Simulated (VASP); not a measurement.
Wanted: the native input for a VASP 6.6.1 run.

```yaml
Task: single point
Functional: PBEsol
Potentials_or_basis: VASP PAW PBE potentials, release 64 (Sn_d)
Cutoff: 500 eV
k_mesh: 2 × 3 × 3
Occupations: fermi-dirac, width 0.05 eV
Spin: no spin polarisation
Dipole_correction: no
Further_INCAR_settings: ALGO = Normal; EDIFF = 1e-06; NBANDS = 96
```

The structure of Sn lies in POSCAR:

```
Sn
1.0
   -5.1796200000      5.3266500000      7.0150200000
    3.4530800000     -3.5511000000      4.6766800000
    3.4530800000      3.5511000000     -4.6766800000
Sn
12
Direct
    0.0000000000      0.0000000000      0.0000000000
    0.0000000000      0.0000000000      0.5000000000
    0.0000000000      0.5000000000      0.0000000000
    0.0000000000      0.5000000000      0.5000000000
    0.3333333333      0.0000000000      0.0000000000
    0.3333333333      0.0000000000      0.5000000000
    0.3333333333      0.5000000000      0.0000000000
    0.3333333333      0.5000000000      0.5000000000
    0.6666666667      0.0000000000      0.0000000000
    0.6666666667      0.0000000000      0.5000000000
    0.6666666667      0.5000000000      0.0000000000
    0.6666666667      0.5000000000      0.5000000000
```

The input as run:

INCAR

```
SYSTEM = Sn
PREC = Accurate ; ENCUT = 500
EDIFF = 1E-6 ; ISMEAR = -1
SIGMA = 0.05 ; LREAL = .False.
LASPH = .True. ; NELM = 120
ALGO = Normal ; ISIF = 2
LWAVE = .False. ; LCHARG = .False.
GGA = PS ; NBANDS = 96
GGA_COMPAT = .False.
```

KPOINTS

```
Automatic mesh
0
Gamma
  2 3 3
  0 0 0
```

Potentials or basis: VASP PAW PBE potentials, release 64 (Sn_d).

Launch:

```bash
$ cat potpaw_PBE.64/Sn_d/POTCAR > POTCAR
$ mpirun -np 1 vasp_std > vasp.out
```

It gave:

| Item | Value |
| --- | --- |
| Pressure | -2.8 GPa |
| Band gap on the k mesh | zero (bands 84 and 85 overlap by 0.13 eV) |

Caveat: the k points lie up to 0.38 Å⁻¹ apart; the PAW data sets were made with another functional, which shifts forces and pressure a little; spin-orbit coupling is left out, which moves the levels of the heavy elements.

Wall time 4.4 min on 1 thread of Intel(R) Xeon(R) Platinum 8375C CPU @ 2.90GHz (Ice Lake), on a shared host, peak memory 0.55 GiB.
